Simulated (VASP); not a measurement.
Input of a VASP 6.6.1 run:

INCAR

```
SYSTEM = Hf
  PREC = Accurate
  ENCUT = 520
  EDIFF = 1E-6
  ISMEAR = 1
  SIGMA = 0.1
  LREAL = .False.
  LASPH = .True.
  NELM = 60
  ALGO = Normal
  ISIF = 2
  LWAVE = .False.
  LCHARG = .True.
  GGA = PS
  LELF = .True.
  LVHAR = .True.
  NBANDS = 17
```

The input KPOINTS:

```
Automatic mesh
0
Gamma
  19 19 11
  0 0 0
```

The input POSCAR:

```
Hf
1.0
    3.1590465009      0.0000000000      0.0000000000
   -1.5795232505      2.7358145215      0.0000000000
    0.0000000000      0.0000000000      4.9993653013
Hf
2
Direct
    0.0000000000      0.0000000000      0.0000000000
    0.3333333333      0.6666666667      0.5000000000
```

Potentials or basis: VASP PAW PBE potentials, release 64 (Hf_pv).

Launch:

```console
$ cat potpaw_PBE.64/Hf_pv/POTCAR > POTCAR
$ mpirun -np 1 vasp_std > vasp.out
```

Predict the pressure.

-0.3 GPa.

Estimate the band gap on the k mesh.

zero (bands 10 and 11 overlap by 1.56 eV).

Stress tensor (GPa, compression positive):
```
-0.30  0.00  0.00
 0.00 -0.30  0.00
 0.00  0.00 -0.44
```

Caveat: the PAW data sets were made with another functional, which shifts forces and pressure a little; spin-orbit coupling is left out, which moves the levels of the heavy elements.
